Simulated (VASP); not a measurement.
# Hg2O (Cmcm) in VASP: relaxation of cell and atoms with PBE

Aim: the relaxation of cell and atoms of Hg2O with PBE.

All numbers are computed with VASP 6.6.1; they aren't measurements. Logs are shortened: lines on timing, memory, paths and dates and some standing lists are left out, and cuts for length are marked.

### Step 1. The cell of the first run

Symmetry: Cmcm, No. 63, orthorhombic system. Conventional cell: a = 6.850 Å, b = 6.983 Å, c = 6.726 Å, α = 90.00°, β = 90.00°, γ = 90.00°. Hg (site symmetry 2/m) has 2 O at 2.02 Å within 2.7 Å. Hg (site symmetry m2m) has 5 O at 2.85 to 3.87 Å and 8 Hg at 3.46 to 3.84 Å within 3.9 Å. Within 2.7 Å of O (site symmetry m2m) lie 2 Hg at 2.02 Å.

The cell was generated, and may not be a known phase.

### Step 2. Relaxation of cell and atoms, PBE

File INCAR:

```
SYSTEM = Hg2O
ALGO     = Normal         ! electronic algorithm
EDIFF    = 1E-6           ! SCF threshold, eV
EDIFFG   = -0.01          ! ionic threshold
ENCUT    = 600            ! plane-wave cutoff, eV
GGA      = PE             ! functional
IBRION   = 2              ! ionic algorithm
ISIF     = 3              ! what is computed and relaxed
ISMEAR   = 0              ! smearing method
LASPH    = .True.         ! aspherical terms in the spheres
LCHARG   = .False.        ! write CHGCAR
LREAL    = .False.        ! projectors in reciprocal space
LWAVE    = .False.        ! write WAVECAR
NELM     = 60             ! most SCF steps
NSW      = 100            ! ionic steps
PREC     = Accurate       ! precision mode
SIGMA    = 0.02           ! smearing width, eV
```

File KPOINTS:

```
k-points
0
Gamma
  6 6 4
  0 0 0
```

File POSCAR:

```
Hg2O
1.0
    3.4249153232     -3.4915053436      0.0000000000
    3.4249153232      3.4915053436      0.0000000000
    0.0000000000      0.0000000000      6.7259012269
Hg O
4 2
Direct
    0.0000000000      0.0000000000      0.5000000000
    0.0000000000      0.0000000000      0.0000000000
    0.4334303004      0.5665696996      0.2500000000
    0.5665696996      0.4334303004      0.7500000000
    0.1591472804      0.8408527196      0.7500000000
    0.8408527196      0.1591472804      0.2500000000
```

Potentials or basis: VASP PAW PBE potentials, release 64 (Hg, O).

Command:

```sh
$ cat potpaw_PBE.64/Hg/POTCAR potpaw_PBE.64/O/POTCAR > POTCAR
$ mpirun -np 1 vasp_std > vasp.out
```

OUTCAR:

```text
SYSTEM = Hg2O
   EDIFF = 1E-6
   EDIFFG = -0.01
   ENCUT = 600
   GGA = PE
   IBRION = 2
   ISIF = 3
   ISMEAR = 0
   LASPH = .True.
   LREAL = .False.
   NELM = 60
   NSW = 100
   PREC = Accurate

 ion  position               nearest neighbor table
   1  0.000  0.000  0.500-   5 2.02   6 2.02   2 3.36   2 3.36   4 3.46   3 3.46   4 3.84   3 3.84
                             4 3.84   3 3.84
   2  0.000  0.000  0.000-   5 2.02   6 2.02   1 3.36   1 3.36   4 3.46   3 3.46   4 3.84   3 3.84
                             4 3.84   3 3.84
   3  0.433  0.567  0.250-   6 2.85   2 3.46   1 3.46   4 3.49   4 3.49   2 3.84   1 3.84   1 3.84
                             2 3.84
   4  0.567  0.433  0.750-   5 2.85   2 3.46   1 3.46   3 3.49   3 3.49   2 3.84   1 3.84   1 3.84
                             2 3.84
   5  0.159  0.841  0.750-   1 2.02   2 2.02   4 2.85
   6  0.841  0.159  0.250-   1 2.02   2 2.02   3 2.85

  LATTYP: Found a base centered orthorhombic cell.
 ALAT       =     6.8498306464
 B/A-ratio  =     1.0194428224
 C/A-ratio  =     0.9819076666

  Lattice vectors:

 A1 = (   3.4249153232,  -3.4915053436,   0.0000000000)
 A2 = (   3.4249153232,   3.4915053436,   0.0000000000)
 A3 = (   0.0000000000,   0.0000000000,   6.7259012269)

Analysis of symmetry for initial positions (statically):
=====================================================================
 Subroutine PRICEL returns:
 Original cell was already a primitive cell.

 Routine SETGRP: Setting up the symmetry group for a
 base centered orthorhombic supercell.

 Subroutine GETGRP returns: Found  8 space group operations
 (whereof  4 operations were pure point group operations)
 out of a pool of  8 trial point group operations.

The static configuration has the point symmetry C_2h.
 The point group associated with its full space group is D_2h.

Analysis of symmetry for dynamics (positions and initial velocities):
=====================================================================
 Subroutine PRICEL returns:
 Original cell was already a primitive cell.

 Routine SETGRP: Setting up the symmetry group for a
 base centered orthorhombic supercell.

 Subroutine GETGRP returns: Found  8 space group operations
 (whereof  4 operations were pure point group operations)
 out of a pool of  8 trial point group operations.

The dynamic configuration has the point symmetry C_2h.
 The point group associated with its full space group is D_2h.

 Subroutine INISYM returns: Found  8 space group operations
 (whereof  4 operations are pure point group operations),
 and found     1 'primitive' translations

----------------------------------------------------------------------------------------

                                     Primitive cell

  volume of cell :     160.8581

  direct lattice vectors                    reciprocal lattice vectors
     3.424915323 -3.491505344  0.000000000     0.145989011 -0.143204707  0.000000000
     3.424915323  3.491505344  0.000000000     0.145989011  0.143204707  0.000000000
     0.000000000  0.000000000  6.725901227     0.000000000  0.000000000  0.148678960

  length of vectors
     4.890874619  4.890874619  6.725901227     0.204500316  0.204500316  0.148678960

  position of ions in fractional coordinates (direct lattice)
     0.000000000  0.000000000  0.500000000
     0.000000000  0.000000000  0.000000000
     0.433430300  0.566569700  0.250000000
     0.566569700  0.433430300  0.750000000
     0.159147280  0.840852720  0.750000000
     0.840852720  0.159147280  0.250000000

  ion indices of the primitive-cell ions
   primitive index   ion index
                 1           1
                 2           2
                 3           3
                 4           4
                 5           5
                 6           6

----------------------------------------------------------------------------------------

 KPOINTS: k-points

Automatic generation of k-mesh.
 Grid dimensions read from file:
 generate k-points for:    6    6    4

 Generating k-lattice:

  Cartesian coordinates                     Fractional coordinates (reciprocal lattice)
     0.024331502 -0.023867451  0.000000000     0.166666667  0.000000000  0.000000000
     0.024331502  0.023867451  0.000000000     0.000000000  0.166666667  0.000000000
     0.000000000  0.000000000  0.037169740     0.000000000  0.000000000  0.250000000

  Length of vectors
     0.034083386  0.034083386  0.037169740

  Shift w.r.t. Gamma in fractional coordinates (k-lattice)
     0.000000000  0.000000000  0.000000000

 Subroutine IBZKPT returns following result:
 ===========================================

 Found     39 irreducible k-points:

 Following reciprocal coordinates:
            Coordinates               Weight
  0.000000  0.000000  0.000000      1.000000
  0.166667  0.000000  0.000000      4.000000
  0.333333 -0.000000  0.000000      4.000000
  0.500000  0.000000  0.000000      2.000000
  0.166667  0.166667  0.000000      2.000000
  0.333333  0.166667  0.000000      4.000000
[... 16 lines left out ...]
  0.333333  0.333333  0.250000      4.000000
  0.500000  0.333333  0.250000      8.000000
 [... further k-points ...]
   k-points           NKPTS =     39   k-points in BZ     NKDIM =     39   number of bands    NBANDS=     36
   number of dos      NEDOS =    301   number of ions     NIONS =      6
   total plane-waves  NPLWV =  86400
   dimension x,y,z NGX =    40 NGY =   40 NGZ =   54
   dimension x,y,z NGXF=    80 NGYF=   80 NGZF=  108
   ions per type =               4   2
   NGX,Y,Z   is equivalent  to a cutoff of  13.60, 13.60, 13.35 a.u.
   NGXF,Y,Z  is equivalent  to a cutoff of  27.19, 27.19, 26.69 a.u.
 SYSTEM =  Hg2O
   PREC   = accura    normal or accurate (medium, high low for compatibility)
   ISTART =      0    job   : 0-new  1-cont  2-samecut
   ICHARG =      2    charge: 1-file 2-atom 10-const
   ISPIN  =      1    spin polarized calculation?
   LNONCOLLINEAR =      F non collinear calculations
   LSORBIT =      F    spin-orbit coupling
   LASPH  =      T    aspherical Exc in radial PAW
   ENCUT  =  600.0 eV  44.10 Ry    6.64 a.u.   9.77  9.77 13.43*2*pi/ulx,y,z
   NELM   =     60;   NELMIN=  2; NELMDL= -5     # of ELM steps
   EDIFF  = 0.1E-05   stopping-criterion for ELM
   LREAL  =      F    real-space projection
   EDIFFG = -.1E-01   stopping-criterion for IOM
   NSW    =    100    number of steps for IOM
   IBRION =      2    ionic relax: 0-MD 1-quasi-New 2-CG
   NFREE  =      1    steps in history (QN), initial steepest desc. (CG)
   ISIF   =      3    stress and relaxation
   ISYM   =      2    0-nonsym 1-usesym 2-fastsym
   POTIM  = 0.5000    time-step for ionic-motion
   TEBEG  =    0.0;   TEEND  =   0.0 temperature during run
   PSTRESS=    0.0 pullay stress
   NELECT =      60.0000    total number of electrons
   NUPDOWN=      -1.0000    fix difference up-down
   EMIN   =  10.00;   EMAX   =-10.00  energy-range for DOS
   EFERMI =   0.00;   METHOD = LEGACY
   ISMEAR =     0;   SIGMA  =   0.02  broadening in eV -4-tet -1-fermi 0-gaus
   EFERMI_NEDOS =   21; number of points for ismear=-14 and -15
   IALGO  =     38    algorithm
   IMIX   =      4    mixing-type and parameters
     AMIX     =   0.40;   BMIX     =  1.00
     AMIX_MAG =   1.60;   BMIX_MAG =  1.00
  volume/ion in A,a.u.               =      26.81       180.92
  Fermi-wavevector in a.u.,A,eV,Ry     =   1.178449  2.226946 18.894992  1.388743
  Thomas-Fermi vector in A             =   2.314778
   LORBIT       =      0    0 simple, 1 ext, 2 COOP (PROOUT), +10 PAW based schemes
   GGA     = PE    functional components
   LHFCALC =     F    Hartree Fock is set to
   AEXX    =    0.0000 exact exchange contribution
   IVDW    =     0    specifies the selected vdW correction
   LEPSILON=     F    determine dielectric tensor
   LRPA    =     F    only Hartree local field effects (RPA)
 conjugate gradient relaxation of ions
 non-spin polarized calculation
 Gauss-broadening in eV      SIGMA  =   0.02
  energy-cutoff  :      600.00
  volume of cell :      160.86
 maximum number of plane-waves:      5398
   NGX = 19   NGY = 19   NGZ = 27

--------------------------------------- Ionic step        1  -------------------------------------------

 number of electron      59.9999996 magnetization

 Free energy of the ion-electron system (eV)
  ---------------------------------------------------
  ext. energy  EPLUGINS =         0.00000000
  ---------------------------------------------------
  free energy    TOTEN  =       -11.31946309 eV

  energy without entropy =      -11.31946309  energy(sigma->0) =      -11.31946309

 E-fermi :   0.0404     XC(G=0):  -8.6956

 val. band max:       -0.0433951007   @ k =   0.5000   0.0000   0.0000
 cond. band min:       0.7575359058   @ k =   0.5000   0.0000   0.0000
 fundamental gap:      0.8009310065
 Fermi energy:         0.0403584699

 k-point     1 :       0.0000    0.0000    0.0000
  band No.  band energies     occupation
      1     -18.4981      2.00000
      2     -17.6778      2.00000
      3      -8.7723      2.00000
      4      -7.6491      2.00000
      5      -7.2549      2.00000
      6      -6.7454      2.00000
[... 925 lines left out ...]
     35       3.7444      0.00000
     36       4.4125      0.00000

 [... further k-points ...]
[... 5 lines left out ...]
  --------------------------------------------------------------------------------------
  -------------------------------------------------------------------------------------
  Total        0.3671003      0.6680601      1.5641978      0.0000000      0.0000000      0.0000000
  in kB        3.6563885      6.6540045     15.5797043      0.0000000      0.0000000      0.0000000
  external PRESSURE =       8.6300324 kB  Pullay stress =       0.0000000 kB
[... 101 lines left out ...]
  FREE ENERGIE OF THE ION-ELECTRON SYSTEM (eV)
  ---------------------------------------------------
  free  energy   TOTEN  =       -11.3286480059 eV

  energy  without entropy=      -11.3286480059  energy(sigma->0) =      -11.32864801

[... ionic steps 4 to 10 ...]

--------------------------------------- Ionic step       11  -------------------------------------------

 number of electron      59.9999987 magnetization

------------------------ aborting loop because EDIFF is reached ----------------------------------------
[... 75 lines left out ...]
--------------------------------------- Ionic step       13  -------------------------------------------

 number of electron      59.9999990 magnetization

 Free energy of the ion-electron system (eV)
  ---------------------------------------------------
  ext. energy  EPLUGINS =         0.00000000
  ---------------------------------------------------
  free energy    TOTEN  =       -11.33483343 eV

  energy without entropy =      -11.33483343  energy(sigma->0) =      -11.33483343

 E-fermi :  -0.1131     XC(G=0):  -8.5225

 val. band max:       -0.2132191225   @ k =   0.5000   0.0000   0.0000
 cond. band min:       0.4991495171   @ k =   0.5000   0.0000   0.0000
 fundamental gap:      0.7123686397
 Fermi energy:        -0.1131431817

 k-point     1 :       0.0000    0.0000    0.0000
  band No.  band energies     occupation
      1     -18.5424      2.00000
      2     -17.7839      2.00000
      3      -8.7901      2.00000
      4      -7.7386      2.00000
      5      -7.3278      2.00000
      6      -6.8788      2.00000
[... 925 lines left out ...]
     35       3.5637      0.00000
     36       4.2300      0.00000

 [... further k-points ...]
[... 5 lines left out ...]
  --------------------------------------------------------------------------------------
  -------------------------------------------------------------------------------------
  Total       -0.0011171      0.0197872     -0.0505987      0.0000000      0.0000000      0.0000000
  in kB       -0.0107612      0.1906135     -0.4874259      0.0000000      0.0000000      0.0000000
  external PRESSURE =      -0.1025245 kB  Pullay stress =       0.0000000 kB
[... 21 lines left out ...]
  FREE ENERGIE OF THE ION-ELECTRON SYSTEM (eV)
  ---------------------------------------------------
  free  energy   TOTEN  =       -11.3348334286 eV

  energy  without entropy=      -11.3348334286  energy(sigma->0) =      -11.33483343

 reached required accuracy - stopping structural energy minimisation
```

Wall time 16 min (1 thread of Intel Xeon Platinum 8559C (Emerald Rapids), shared host); peak memory 0.44 GiB.

Results:

```yaml
Free_energy: -11.3348 eV
Relaxed_volume: 27.72 Å³/atom
Relaxed_cell: a = 4.957 Å, b = 4.957 Å, c = 6.772 Å, α = 90.00°, β = 90.00°, γ = 88.42°
Space_group_after_relaxing_to_0.1_Å: Cmcm (No. 63)
Energy_gained_by_relaxing: 2.6 meV/atom
Ionic_steps: 13
Pressure_after_relaxing: 0.0 GPa
Band_gap_on_the_k_mesh: 0.71 eV
```

Step by step:
| step | energy change (eV) | largest force (eV/Å) | pressure (GPa) | volume (Å³) |
| --- | --- | --- | --- | --- |
| 1 | 0.0000 | 0.2911 | 0.86 | 160.86 |
| 2 | -0.0044 | 0.1519 | -0.53 | 164.24 |
| 3 | -0.0092 | 0.0294 | 0.02 | 162.79 |
| 4 | -0.0100 | 0.0270 | 0.04 | 162.96 |
| 5 | -0.0121 | 0.0186 | 0.02 | 163.46 |
| 6 | -0.0146 | 0.0078 | 0.03 | 164.44 |
| 7 | -0.0136 | 0.0259 | 0.10 | 166.34 |
| 8 | -0.0151 | 0.0063 | 0.05 | 165.16 |
| 9 | -0.0149 | 0.0676 | -0.16 | 166.02 |
| 10 | -0.0152 | 0.0253 | -0.01 | 165.43 |
| 11 | -0.0154 | 0.0155 | -0.01 | 165.81 |
| 12 | -0.0154 | 0.0104 | -0.01 | 165.98 |
| 13 | -0.0154 | 0.0016 | -0.01 | 166.32 |

Final structure:
```
Hg O
1.0
     3.55275   -3.45620    0.00000
     3.55275    3.45620    0.00000
     0.00000    0.00000    6.77249
Hg O
4 2
Direct
  0.00000 0.00000 0.50000
  0.00000 0.00000 0.00000
  0.43585 0.56415 0.25000
  0.56415 0.43585 0.75000
  0.16271 0.83729 0.75000
  0.83729 0.16271 0.25000
```

Levels at points of the mesh, in eV from the valence-band top:
```
           k point  band 28  band 29  band 30  band 31  band 32  band 33
(0.00, 0.00, 0.00)    -2.42    -1.54    -1.11     2.60     2.66     3.28
(0.50, 0.00, 0.00)    -1.53    -1.18     0.00     0.71     1.77     2.47
(0.50, 0.50, 0.00)    -2.36    -1.23    -1.19     2.02     2.04     2.78
(0.00, 0.00, 0.50)    -1.72    -1.63    -1.63     2.72     2.72     4.11
(0.50, 0.00, 0.50)    -1.92    -1.14    -1.14     1.60     1.60     4.44
(0.50, 0.50, 0.50)    -2.02    -1.47    -1.47     2.51     2.51     2.65
```

Caveat: spin-orbit coupling is left out, which moves the levels of the heavy elements.
